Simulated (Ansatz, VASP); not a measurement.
# Two plane-wave programs on FeO

INCAR

```
  PREC = Accurate
  ENCUT = 520
  EDIFF = 1E-6
  ISMEAR = 0
  SIGMA = 0.015
  LREAL = F
  LASPH = T
  NELM = 150
  ALGO = Normal
  ISIF = 2
  LWAVE = F
  LCHARG = F
  ISPIN = 2
  MAGMOM = 3 0
  LORBIT = 11
  LMAXMIX = 4
  GGA = PE
  NBANDS = 18
```

Contents of KPOINTS:

```
regular mesh
0
Gamma
  11 11 11
```

File POSCAR:

```
FeO
1.0
    0.0000000000      2.1554000000      2.1554000000
    2.1554000000      0.0000000000      2.1554000000
    2.1554000000      2.1554000000      0.0000000000
Fe O
1 1
Direct
    0.0000000000      0.0000000000      0.0000000000
    0.5000000000      0.5000000000      0.5000000000
```

The input input.yaml:

```yaml
crystal:
  lattice:
    - [0.0, 2.1554, 2.1554]
    - [2.1554, 0.0, 2.1554]
    - [2.1554, 2.1554, 0.0]
  atoms:
    - { symbol: Fe, position: [0.0, 0.0, 0.0], spin: 3.0 }
    - { symbol: O, position: [0.5, 0.5, 0.5] }
hamiltonian:
  xc: pbe
  pseudopotentials: { kind: paw }
magnetization:
  spin_polarized: true
kpoints:
  mp_grid: { grid: [11, 11, 11] }
scf:
  occupations: { method: gaussian, width: 0.015 }
output:
  forces: true
  stress: true
  eigenvalues: true
  write_density: true
  write_potential: true
  elf: true
  volumetric_format: npy
```

Alike in both runs: task single point; functional PBE; k mesh 11 × 11 × 11; occupations gaussian, width 0.015 eV; collinear spin.

|  | VASP | Ansatz |
| --- | --- | --- |
| version | VASP 6.6.1 | Ansatz 0.2.0 |
| potentials or method | VASP PAW PBE potentials, release 64 (Fe, O) | Ansatz PAW |
| plane-wave cutoff (eV) | 520 | 420 |
| valence electrons in the cell | 14 | 22 |

VASP gave:

* gap on the k mesh at the Fermi level (eV): none
* pressure (GPa): -0.2
* net moment per atom (μB): 2.00
* size of the moment on the site where the two differ most (μB): 3.62

**Question.** What did Ansatz give for the same quantities?

**Answer.** gap on the k mesh at the Fermi level (eV): none; pressure (GPa): -0.3; net moment per atom (μB): 2.00; size of the moment on the site where the two differ most (μB): 3.45.

Site moments also hang on the region over which each program counts them. A gap of «none» marks a metal or a gap that the smearing closes. With one functional, cell and mesh, what is left measures potentials, basis and numerics. VASP's potentials hold 14 valence electrons a cell and Ansatz's 22, so a difference there can come from the potentials and not from the codes.
